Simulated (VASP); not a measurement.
# As2H in VASP: further runs

As2H is run at these levels: PBE+D3(BJ); tasks: single point.

All numbers are computed with VASP 6.6.1; they aren't measurements. Logs are shortened: lines on timing, memory, paths and dates and some standing lists are left out, and cuts for length are marked.

## Step 1: The cell of the first run

The cell holds a slab with vacuum, 3 atoms: a = 3.571 Å, b = 3.571 Å, c = 18.398 Å, α = 90.00°, β = 90.00°, γ = 120.00°.

## Step 2: Single point, PBE+D3(BJ), collinear spin, ferromagnetic start

INCAR

```
PREC = Accurate
ENCUT = 520
EDIFF = 1E-6
ISMEAR = 0
SIGMA = 0.05
LREAL = F
LASPH = T
NELM = 150
ALGO = Normal
ISIF = 2
LWAVE = F
LCHARG = T
ISPIN = 2
MAGMOM = 0 0 1
LORBIT = 11
LDIPOL = T
IDIPOL = 3
DIPOL = 0.5 0.5 0.314
GGA = PE
IVDW = 12
LELF = T
LVHAR = T
LVACPOTAV = T
NBANDS = 16
```

KPOINTS

```
Automatic mesh
0
Gamma
  9 9 1
```

POSCAR

```
As2H
1.0
    3.5713387681      0.0000000000      0.0000000000
   -1.7856693841      3.0928700987      0.0000000000
    0.0000000000      0.0000000000     18.3976402524
As H
2 1
Direct
    0.3333333333      0.6666666667      0.2933876398
    0.6666666667      0.3333333333      0.2174191877
    0.5000000000      0.6666666667      0.4319923720
```

Potentials or basis: VASP PAW PBE potentials, release 64 (As, H).

Run with:

```
cat potpaw_PBE.64/As/POTCAR potpaw_PBE.64/H/POTCAR > POTCAR
mpirun -np 1 vasp_std > vasp.out
```

OUTCAR:

```text
PREC = Accurate
   ENCUT = 520
   EDIFF = 1E-6
   ISMEAR = 0
   LREAL = F
   LASPH = T
   NELM = 150
   ISIF = 2
   ISPIN = 2
   LORBIT = 11
   GGA = PE
   IVDW = 12
 IVDW          = 12

 ion  position               nearest neighbor table
   1  0.333  0.667  0.293-   2 2.49   2 2.49   2 2.49
   2  0.667  0.333  0.217-   1 2.49   1 2.49   1 2.49
   3  0.500  0.667  0.432-

  LATTYP: Found a hexagonal cell.
 ALAT       =     3.5713387681
 C/A-ratio  =     5.1514688040

  Lattice vectors:

 A1 = (   3.5713387681,   0.0000000000,   0.0000000000)
 A2 = (  -1.7856693841,   3.0928700987,   0.0000000000)
 A3 = (   0.0000000000,   0.0000000000,  18.3976402524)

Analysis of symmetry for initial positions (statically):
=====================================================================
 Subroutine PRICEL returns:
 Original cell was already a primitive cell.

 Routine SETGRP: Setting up the symmetry group for a
 hexagonal supercell.

 Subroutine GETGRP returns: Found  1 space group operations
 (whereof  1 operations were pure point group operations)
 out of a pool of 24 trial point group operations.

The static configuration has the point symmetry C_1 .

Analysis of symmetry for dynamics (positions and initial velocities):
=====================================================================
 Subroutine PRICEL returns:
 Original cell was already a primitive cell.

 Routine SETGRP: Setting up the symmetry group for a
 hexagonal supercell.

 Subroutine GETGRP returns: Found  1 space group operations
 (whereof  1 operations were pure point group operations)
 out of a pool of 24 trial point group operations.

The dynamic configuration has the point symmetry C_1 .

Analysis of structural, dynamic, and magnetic symmetry:
=====================================================================
 Subroutine PRICEL returns:
 Original cell was already a primitive cell.

 Routine SETGRP: Setting up the symmetry group for a
 hexagonal supercell.

 Subroutine GETGRP returns: Found  1 space group operations
 (whereof  1 operations were pure point group operations)
 out of a pool of 24 trial point group operations.

The overall configuration has the point symmetry C_1 .

 Subroutine INISYM returns: Found  1 space group operations
 (whereof  1 operations are pure point group operations),
 and found     1 'primitive' translations

----------------------------------------------------------------------------------------

                                     Primitive cell

  volume of cell :     203.2146

  direct lattice vectors                    reciprocal lattice vectors
     3.571338768  0.000000000  0.000000000     0.280007041  0.161662140  0.000000000
    -1.785669384  3.092870099  0.000000000     0.000000000  0.323324281  0.000000000
     0.000000000  0.000000000 18.397640252     0.000000000  0.000000000  0.054354797

  length of vectors
     3.571338768  3.571338768 18.397640252     0.323324281  0.323324281  0.054354797

  position of ions in fractional coordinates (direct lattice)
     0.333333333  0.666666667  0.293387640
     0.666666667  0.333333333  0.217419188
     0.500000000  0.666666667  0.431992372

  ion indices of the primitive-cell ions
   primitive index   ion index
                 1           1
                 2           2
                 3           3

----------------------------------------------------------------------------------------

 KPOINTS: Automatic mesh

Automatic generation of k-mesh.
 Grid dimensions read from file:
 generate k-points for:    9    9    1

 Generating k-lattice:

  Cartesian coordinates                     Fractional coordinates (reciprocal lattice)
     0.031111893  0.017962460  0.000000000     0.111111111  0.000000000  0.000000000
     0.000000000  0.035924920  0.000000000     0.000000000  0.111111111  0.000000000
     0.000000000  0.000000000  0.054354797     0.000000000  0.000000000  1.000000000

  Length of vectors
     0.035924920  0.035924920  0.054354797

  Shift w.r.t. Gamma in fractional coordinates (k-lattice)
     0.000000000  0.000000000  0.000000000

 Subroutine IBZKPT returns following result:
 ===========================================

 Found     41 irreducible k-points:

 Following reciprocal coordinates:
            Coordinates               Weight
  0.000000  0.000000  0.000000      1.000000
  0.111111 -0.000000  0.000000      2.000000
  0.000000  0.111111  0.000000      2.000000
 -0.111111  0.111111  0.000000      2.000000
  0.222222 -0.000000  0.000000      2.000000
  0.000000  0.222222  0.000000      2.000000
[... 16 lines left out ...]
  0.333333  0.111111  0.000000      2.000000
 -0.111111  0.444444  0.000000      2.000000
 [... further k-points ...]
   k-points           NKPTS =     41   k-points in BZ     NKDIM =     41   number of bands    NBANDS=     16
   number of dos      NEDOS =    301   number of ions     NIONS =      3
   total plane-waves  NPLWV = 109760
   dimension x,y,z NGX =    28 NGY =   28 NGZ =  140
   dimension x,y,z NGXF=    56 NGYF=   56 NGZF=  280
   ions per type =               2   1
   NGX,Y,Z   is equivalent  to a cutoff of  13.03, 13.03, 12.65 a.u.
   NGXF,Y,Z  is equivalent  to a cutoff of  26.07, 26.07, 25.30 a.u.
 SYSTEM =  unknown system
   PREC   = accura    normal or accurate (medium, high low for compatibility)
   ISTART =      0    job   : 0-new  1-cont  2-samecut
   ICHARG =      2    charge: 1-file 2-atom 10-const
   ISPIN  =      2    spin polarized calculation?
   LNONCOLLINEAR =      F non collinear calculations
   LSORBIT =      F    spin-orbit coupling
   LASPH  =      T    aspherical Exc in radial PAW
   ENCUT  =  520.0 eV  38.22 Ry    6.18 a.u.   6.64  6.64 34.21*2*pi/ulx,y,z
   NELM   =    150;   NELMIN=  2; NELMDL= -5     # of ELM steps
   EDIFF  = 0.1E-05   stopping-criterion for ELM
   LREAL  =      F    real-space projection
   EDIFFG = 0.1E-04   stopping-criterion for IOM
   NSW    =      0    number of steps for IOM
   IBRION =     -1    ionic relax: 0-MD 1-quasi-New 2-CG
   NFREE  =      0    steps in history (QN), initial steepest desc. (CG)
   ISIF   =      2    stress and relaxation
   ISYM   =      2    0-nonsym 1-usesym 2-fastsym
   POTIM  = 0.5000    time-step for ionic-motion
   TEBEG  =    0.0;   TEEND  =   0.0 temperature during run
   PSTRESS=    0.0 pullay stress
   NELECT =      11.0000    total number of electrons
   NUPDOWN=      -1.0000    fix difference up-down
   EMIN   =  10.00;   EMAX   =-10.00  energy-range for DOS
   EFERMI =   0.00;   METHOD = LEGACY
   ISMEAR =     0;   SIGMA  =   0.05  broadening in eV -4-tet -1-fermi 0-gaus
   EFERMI_NEDOS =   21; number of points for ismear=-14 and -15
   IALGO  =     38    algorithm
   IMIX   =      4    mixing-type and parameters
     AMIX     =   0.40;   BMIX     =  1.00
     AMIX_MAG =   1.60;   BMIX_MAG =  1.00
  volume/ion in A,a.u.               =      67.74       457.12
  Fermi-wavevector in a.u.,A,eV,Ry     =   0.619281  1.170271  5.217949  0.383508
  Thomas-Fermi vector in A             =   1.678022
   LORBIT       =     11    0 simple, 1 ext, 2 COOP (PROOUT), +10 PAW based schemes
   GGA     = PE    functional components
   LHFCALC =     F    Hartree Fock is set to
   AEXX    =    0.0000 exact exchange contribution
   IVDW    =    12    specifies the selected vdW correction
   LEPSILON=     F    determine dielectric tensor
   LRPA    =     F    only Hartree local field effects (RPA)
 spin polarized calculation
 Gauss-broadening in eV      SIGMA  =   0.05
  energy-cutoff  :      520.00
  volume of cell :      203.21
 maximum number of plane-waves:      5529
   NGX = 13   NGY = 13   NGZ = 69

 dipolmoment           0.000000      0.000000     -0.006430 electrons x Angstroem

 number of electron      11.0000000 magnetization       1.0000000

 dipolmoment           0.000000      0.000000      0.047249 electrons x Angstroem

 Free energy of the ion-electron system (eV)
  ---------------------------------------------------
  ext. energy  EPLUGINS =         0.00000000
  ---------------------------------------------------
  free energy    TOTEN  =       -10.48100999 eV

  energy without entropy =      -10.48100999  energy(sigma->0) =      -10.48100999

 E-fermi :  -2.9733     XC(G=0):  -3.1948

 val. band max:       -3.2074480645   @ k =  -0.1111   0.2222   0.0000
 cond. band min:      -2.1114681786   @ k =   0.3333  -0.0000   0.0000
 fundamental gap:      1.0959798858
 Fermi energy:        -2.9732940538

 spin component 1

 k-point     1 :       0.0000    0.0000    0.0000
  band No.  band energies     occupation
      1     -17.1106      1.00000
      2     -10.7814      1.00000
      3      -6.0597      1.00000
      4      -3.4526      1.00000
      5      -3.4330      1.00000
      6      -3.3606      1.00000
[... 8 lines left out ...]
     15       5.5788      0.00000
     16       6.5834      0.00000

 k-point     2 :       0.1111   -0.0000    0.0000
  band No.  band energies     occupation
      1     -16.9428      1.00000
      2     -10.7492      1.00000
      3      -6.0050      1.00000
      4      -4.7671      1.00000
      5      -3.7889      1.00000
      6      -3.2742      1.00000
[... 8 lines left out ...]
     15       5.7115      0.00000
     16       5.9672      0.00000

 k-point     3 :       0.0000    0.1111    0.0000
  band No.  band energies     occupation
      1     -16.9428      1.00000
      2     -10.7499      1.00000
      3      -5.9991      1.00000
      4      -4.7749      1.00000
      5      -3.7906      1.00000
      6      -3.2721      1.00000
[... 8 lines left out ...]
     15       5.7240      0.00000
     16       6.0672      0.00000
[... 362 lines left out ...]
 k-point    23 :       0.3333    0.1111    0.0000
  band No.  band energies     occupation
      1     -15.0994      1.00000
      2     -11.9851      1.00000
      3      -7.2524      1.00000
      4      -6.0087      1.00000
      5      -5.1599      1.00000
      6      -4.0625      1.00000
[... 8 lines left out ...]
     15       6.2904      0.00000
     16       6.8554      0.00000

 k-point    24 :      -0.1111    0.4444    0.0000
  band No.  band energies     occupation
      1     -15.0994      1.00000
      2     -11.9885      1.00000
      3      -7.2154      1.00000
      4      -6.0097      1.00000
      5      -5.3219      1.00000
      6      -3.8709      1.00000
[... 8 lines left out ...]
     15       6.2896      0.00000
     16       6.7029      0.00000

 [... further k-points ...]

 spin component 2

 k-point     1 :       0.0000    0.0000    0.0000
  band No.  band energies     occupation
      1     -17.0641      1.00000
      2     -10.6852      1.00000
      3      -4.4702      1.00000
      4      -3.3824      1.00000
      5      -3.3751      1.00000
      6      -1.8432      0.00000
[... 8 lines left out ...]
     15       5.8685      0.00000
     16       6.6940      0.00000

 k-point     2 :       0.1111   -0.0000    0.0000
  band No.  band energies     occupation
      1     -16.8963      1.00000
      2     -10.6556      1.00000
      3      -4.8015      1.00000
      4      -4.3407      1.00000
      5      -3.7378      1.00000
      6      -1.3855      0.00000
[... 8 lines left out ...]
     15       6.0057      0.00000
     16       6.4700      0.00000

 k-point     3 :       0.0000    0.1111    0.0000
  band No.  band energies     occupation
      1     -16.8962      1.00000
      2     -10.6560      1.00000
      3      -4.7936      1.00000
      4      -4.3518      1.00000
      5      -3.7355      1.00000
      6      -1.4120      0.00000
[... 8 lines left out ...]
     15       6.0132      0.00000
     16       6.5024      0.00000
[... 362 lines left out ...]
 k-point    23 :       0.3333    0.1111    0.0000
  band No.  band energies     occupation
      1     -15.0530      1.00000
      2     -11.9257      1.00000
      3      -7.0994      1.00000
      4      -5.9174      1.00000
      5      -4.5529      1.00000
      6      -1.5501      0.00000
[... 8 lines left out ...]
     15       6.4310      0.00000
     16       7.0794      0.00000

 k-point    24 :      -0.1111    0.4444    0.0000
  band No.  band energies     occupation
      1     -15.0514      1.00000
      2     -11.9307      1.00000
      3      -7.0858      1.00000
      4      -5.9141      1.00000
      5      -4.6037      1.00000
      6      -1.4276      0.00000
[... 8 lines left out ...]
     15       6.4673      0.00000
     16       7.0257      0.00000

 [... further k-points ...]

------------------------ aborting loop because EDIFF is reached ----------------------------------------

 Edisp (eV)   -0.48622

 E8    (eV) :    -0.2088

  FORCE on cell =-STRESS in cart. coord.  units (eV):
  Direction    XX          YY          ZZ          XY          YZ          ZX
  --------------------------------------------------------------------------------------
  -------------------------------------------------------------------------------------
  Total       0.18895     0.18762    -0.32672     0.06177     0.00439     0.03775
  in kB       1.48972     1.47922    -2.57591     0.48701     0.03463     0.29760
  external pressure =        0.13 kB  Pullay stress =        0.00 kB

 VOLUME and BASIS-vectors are now :
 -----------------------------------------------------------------------------
  energy-cutoff  :      520.00
  volume of cell :      203.21
      direct lattice vectors                 reciprocal lattice vectors
     3.571338768  0.000000000  0.000000000     0.280007041  0.161662140  0.000000000
    -1.785669384  3.092870099  0.000000000     0.000000000  0.323324281  0.000000000
     0.000000000  0.000000000 18.397640252     0.000000000  0.000000000  0.054354797

 POSITION                                       TOTAL-FORCE (eV/Angst)
 -----------------------------------------------------------------------------------
     -0.00000      2.06191      5.39764         0.043903      0.001602      0.255491
      1.78567      1.03096      4.00000        -0.037899     -0.002113     -0.085827
      0.59522      2.06191      7.94764        -0.006004      0.000512     -0.169663
 -----------------------------------------------------------------------------------
    total drift:                                0.000005     -0.000031     -0.000093

  FREE ENERGIE OF THE ION-ELECTRON SYSTEM (eV)
  ---------------------------------------------------
  free  energy   TOTEN  =       -10.9672291560 eV

  energy  without entropy=      -10.9672291560  energy(sigma->0) =      -10.96722916

 vacuum level on the upper side and lower side of the slab         2.642         1.867

 total charge

# of ion       s       p       d       tot
------------------------------------------
    1        1.301   1.363   0.045   2.709
    2        1.294   1.381   0.044   2.718
    3        0.384   0.001   0.000   0.385
--------------------------------------------------
tot          2.979   2.745   0.089   5.813

 magnetization (x)

# of ion       s       p       d       tot
------------------------------------------
    1        0.027  -0.003   0.002   0.026
    2        0.001   0.052   0.001   0.053
    3        0.345   0.000   0.000   0.345
--------------------------------------------------
tot          0.373   0.049   0.002   0.424
```

Run time: 7.6 min. Hardware: 1 thread of Intel Xeon 6975P-C (Granite Rapids), shared host; peak memory 0.51 GiB.

What came out:

```
Free energy                                           : -10.9672 eV
Largest force                                         : 0.259 eV/Å
Band gap on the k mesh                                : 1.10 eV, indirect (least direct gap 1.51 eV)
Net moment                                            : 1.00 μB per cell
Site moments                                          : As +0.03, +0.05; H +0.34 μB
Valence electrons inside the program's atomic spheres : As 2.71, 2.72; H 0.39
Dispersion energy per atom                            : -0.162 eV
```

Forces in eV/Å, atoms in the order of the input:
```
As   0.044  0.002  0.255
As  -0.038 -0.002 -0.086
H   -0.006  0.001 -0.170
```

(Continued in part 2 of 2.)
